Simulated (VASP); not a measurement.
Write the native input for VASP 6.6.1 that does the following.

```yaml
Task: single point
Functional: PBE
Potentials_or_basis: VASP PAW PBE potentials, release 64 (La)
Cutoff: 520 eV
k_mesh: 5 × 5 × 2
Occupations: fermi-dirac, width 0.1 eV
Spin: no spin polarisation
Dipole_correction: no
Further_INCAR_settings: ALGO = Normal; EDIFF = 1e-06; NBANDS = 30
```

The structure of La lies in POSCAR:

```
La
1.0
    3.7726980145      0.0000000000      0.0000000000
   -1.8863490072      3.2672523214      0.0000000000
    0.0000000000      0.0000000000     12.1127038589
La
4
Direct
    0.0000000000      0.0000000000      0.0000000000
    0.0000000000      1.0000000000      0.5000000000
    0.3333333333      0.6666666667      0.7500000000
    0.6666666667      0.3333333333      0.2500000000
```

These files were run (other wordings do the same):

INCAR

```
SYSTEM = La
PREC = Accurate
ENCUT = 520
EDIFF = 1E-6
ISMEAR = -1
SIGMA = 0.1
LREAL = .False.
LASPH = .True.
NELM = 60
ALGO = Normal
ISIF = 2
LWAVE = .False.
LCHARG = .True.
GGA = PE
LELF = .True.
LVHAR = .True.
NBANDS = 30
```

KPOINTS

```
regular mesh
0
Gamma
  5 5 2
  0 0 0
```

Potentials or basis: VASP PAW PBE potentials, release 64 (La).

The run is started by

```console
$ cat potpaw_PBE.64/La/POTCAR > POTCAR
$ mpirun -np 1 vasp_std > vasp.out
```

Results of the run:

| Quantity | Value |
| --- | --- |
| Pressure | 0.3 GPa |
| Band gap on the k mesh | zero (bands 22 and 23 overlap by 0.86 eV) |

Caveat: the k points lie up to 0.38 Å⁻¹ apart, too coarse for converged energies and pressures of a metal; spin-orbit coupling is left out, which moves the levels of the heavy elements.

Run time: 52 s on 1 thread of Intel(R) Xeon(R) Platinum 8488C (Sapphire Rapids) (shared host), peak memory 0.25 GiB.
